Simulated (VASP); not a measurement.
# Li (Im-3m) in VASP: notebook, part 2 of 2

VASP 6.6.1. Earlier steps stand in the parts before.

**6. Single point, r2SCAN (21.00 Å³/atom)**

This run uses another cell than the first one, of 21.00 Å³/atom.

POSCAR

```
Li
1.0
   -1.7379404812      1.7379404812      1.7379404812
    1.7379404812     -1.7379404812      1.7379404812
    1.7379404812      1.7379404812     -1.7379404812
Li
1
Direct
    0.0000000000      0.0000000000      0.0000000000
```

INCAR.step1

```
PREC     = Accurate       # precision mode
ENCUT    = 520            # plane-wave cutoff, eV
ISMEAR   = -1             # smearing method
SIGMA    = 0.1            # smearing width, eV
LREAL    = False          # projectors in reciprocal space
LASPH    = True           # aspherical terms in the spheres
NELM     = 100            # most SCF steps
NBANDS   = 8              # bands
GGA      = PE             # functional
ALGO     = Normal         # electronic algorithm
EDIFF    = 1E-4           # SCF threshold, eV
LWAVE    = True           # write WAVECAR
LCHARG   = False          # write CHGCAR
```

INCAR.step2

```
PREC     = Accurate       # precision mode
ENCUT    = 520            # plane-wave cutoff, eV
EDIFF    = 1E-6           # SCF threshold, eV
ISMEAR   = -1             # smearing method
SIGMA    = 0.1            # smearing width, eV
LREAL    = False          # projectors in reciprocal space
LASPH    = True           # aspherical terms in the spheres
NELM     = 100            # most SCF steps
ALGO     = Normal         # electronic algorithm
ISIF     = 2              # what is computed and relaxed
LWAVE    = False          # write WAVECAR
LCHARG   = False          # write CHGCAR
METAGGA  = R2SCAN         # meta-GGA
LMIXTAU  = True         
NBANDS   = 8              # bands
ISTART   = 1
```

KPOINTS

```
regular mesh
0
Gamma
  21 21 21
```

Potentials or basis: VASP PAW PBE potentials, release 64 (Li_sv).

On the command line:

```sh
cat potpaw_PBE.64/Li_sv/POTCAR > POTCAR
cp INCAR.step1 INCAR
mpirun -np 1 vasp_std > vasp.out
cp INCAR.step2 INCAR
mpirun -np 1 vasp_std > vasp.out
```

OUTCAR:

```text
PREC = Accurate
   ENCUT = 520
   EDIFF = 1E-6
   ISMEAR = -1
   LREAL = False
   LASPH = True
   NELM = 100
   ISIF = 2
   METAGGA = R2SCAN
   ISTART = 1

 ion  position               nearest neighbor table
   1  0.000  0.000  0.000-

  LATTYP: Found a body centered cubic cell.
 ALAT       =     3.4758809624

  Lattice vectors:

 A1 = (  -1.7379404812,   1.7379404812,   1.7379404812)
 A2 = (   1.7379404812,  -1.7379404812,   1.7379404812)
 A3 = (   1.7379404812,   1.7379404812,  -1.7379404812)

Analysis of symmetry for initial positions (statically):
=====================================================================
 Subroutine PRICEL returns:
 Original cell was already a primitive cell.

 Routine SETGRP: Setting up the symmetry group for a
 body centered cubic supercell.

 Subroutine GETGRP returns: Found 48 space group operations
 (whereof 48 operations were pure point group operations)
 out of a pool of 48 trial point group operations.

The static configuration has the point symmetry O_h .

Analysis of symmetry for dynamics (positions and initial velocities):
[... 153 lines left out ...]

  energy without entropy =       -2.37374992  energy(sigma->0) =       -2.38125340

 E-fermi :   0.5573     XC(G=0):  -7.3566

 val. band max:        0.5289730897   @ k =   0.2381   0.1905   0.0952
 cond. band min:       0.5827338677   @ k =  -0.3810   0.4762   0.0476
 fundamental gap:      0.0537607780
 Fermi energy:         0.5572638746

 k-point     1 :       0.0000    0.0000    0.0000
  band No.  band energies     occupation
      1     -47.6149      2.00000
      2      -3.2674      2.00000
      3      16.4801      0.00000
      4      16.4816      0.00000
      5      16.4816      0.00000
      6      20.6340      0.00000
      7      20.6343      0.00000
      8      20.6343      0.00000
[... 243 lines left out ...]
 k-point    24 :       0.1905    0.0952    0.0000
  band No.  band energies     occupation
      1     -47.6059      2.00000
      2      -1.9776      2.00000
      3      10.2067      0.00000
      4      12.2742      0.00000
      5      13.8551      0.00000
      6      18.0025      0.00000
      7      18.4128      0.00000
      8      21.2806      0.00000

 [... further k-points ...]
[... 5 lines left out ...]
  --------------------------------------------------------------------------------------
  -------------------------------------------------------------------------------------
  Total       -0.0223687     -0.0223687     -0.0223687      0.0000000      0.0000000     -0.0000000
  in kB       -1.7068123     -1.7068123     -1.7068123      0.0000000      0.0000000     -0.0000000
  external PRESSURE =      -1.7068123 kB  Pullay stress =       0.0000000 kB

 VOLUME and BASIS-vectors are now :
 -----------------------------------------------------------------------------
  energy-cutoff  :      520.00
  volume of cell :       21.00
      direct lattice vectors                 reciprocal lattice vectors
    -1.737940481  1.737940481  1.737940481     0.000000000  0.287696849  0.287696849
     1.737940481 -1.737940481  1.737940481     0.287696849  0.000000000  0.287696849
     1.737940481  1.737940481 -1.737940481     0.287696849  0.287696849  0.000000000

 POSITION                                       TOTAL-FORCE (eV/Angst)
 -----------------------------------------------------------------------------------
      0.00000      0.00000      0.00000        -0.000000      0.000000      0.000000
 -----------------------------------------------------------------------------------
    total drift:                                0.000000      0.000000     -0.000000

  FREE ENERGIE OF THE ION-ELECTRON SYSTEM (eV)
  ---------------------------------------------------
  free  energy   TOTEN  =        -2.3887568815 eV

  energy  without entropy=       -2.3737499192  energy(sigma->0) =       -2.38125340
```

OUTCAR.step1:

```text
PREC = Accurate
   ENCUT = 520
   ISMEAR = -1
   LREAL = False
   LASPH = True
   NELM = 100
[... 478 lines left out ...]
 POSITION                                       TOTAL-FORCE (eV/Angst)
 -----------------------------------------------------------------------------------
      0.00000      0.00000      0.00000         0.000000     -0.000000      0.000000
 -----------------------------------------------------------------------------------
    total drift:                                0.000000      0.000000     -0.000000

  FREE ENERGIE OF THE ION-ELECTRON SYSTEM (eV)
  ---------------------------------------------------
  free  energy   TOTEN  =        -1.9115343562 eV

  energy  without entropy=       -1.8952865370  energy(sigma->0) =       -1.90341045
```

It took 2.1 min on 1 thread of Intel Xeon Platinum 8375C at 2.90GHz (Ice Lake), shared host; peak memory 0.16 GiB.

What came out:

- Free energy: -2.3888 eV
- Band gap on the k mesh: zero (an odd number of electrons rules out a gap without spin polarisation)

Levels at points of the mesh, in eV from the Fermi level:
```csv
k point,band 1,band 2,band 3,band 4,band 5,band 6
"(0.00, 0.00, 0.00)",-48.17,-3.82,15.92,15.92,15.92,20.08
```

Caveat: the cutoff is under 1.25 times the usual one of these potentials, so pressure, stress and relaxed cells hold a basis-set (Pulay) error; the PAW data sets were made with another functional, which shifts forces and pressure a little.

**7. Overview**

| cell | gap on the mesh (eV) |
| --- | --- |
| a = 2.885 Å, angles 109.5°, 1 atom | none |
| a = 2.928 Å, angles 109.5°, 1 atom | none |
| a = 2.970 Å, angles 109.5°, 1 atom | none |
| a = 3.010 Å, angles 109.5°, 1 atom | none |

Alike in all rows: task single point; level r2SCAN; potentials or basis VASP PAW PBE potentials, release 64 (Li_sv); no spin polarisation; k mesh 21 × 21 × 21; cutoff (eV) 520; smearing fermi-dirac 0.1 eV.

Caveats: the cutoff is under 1.25 times the usual one of these potentials, so pressure, stress and relaxed cells hold a basis-set (Pulay) error; the PAW data sets were made with another functional, which shifts forces and pressure a little.

Total energies depend on the potentials used, so only differences within one code and one set of settings carry meaning.

The gap in the log of VASP goes by the Fermi energy; the results here count the filled bands.